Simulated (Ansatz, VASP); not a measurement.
**Two plane-wave programs on TiAl3F**

```
Ti Al F
1.0
     4.13449    0.00000    0.00000
     0.00000    4.13449    0.00000
     0.00000    0.00000    4.13449
Ti Al F
1 3 1
Direct
  0.00000 0.00000 0.00000
  0.00000 0.50000 0.50000
  0.50000 0.00000 0.50000
  0.50000 0.50000 0.00000
  0.50000 0.50000 0.50000
```

Change from the starting cell: species swapped into the LuBRh3 type (Pm-3m, No. 221).

Alike in both runs: task single point; functional PBE; k mesh 4 × 4 × 4; occupations gaussian, width 0.1 eV; collinear spin.

|  | VASP | Ansatz |
| --- | --- | --- |
| version | VASP 6.6.1 | Ansatz 0.2.0 |
| potentials or method | VASP PAW PBE potentials, release 64 (Ti_sv, Al, F), cutoff 520 eV | scalar-relativistic, plane waves, PAW |
| valence electrons in the cell | 28 | 28 |

VASP gave:

- gap on the k mesh at the Fermi level (eV): none
- pressure (GPa): 8.4
- net moment per atom (μB): 0.00

Q: Which values does Ansatz return?

A: gap on the k mesh at the Fermi level (eV): none; pressure (GPa): 8.5; net moment per atom (μB): 0.00.

A gap of «none» marks a metal or a gap that the smearing closes. Ansatz's warnings: seeded moment not kept.

The k mesh is coarse, so the values compare programs but aren't converged.
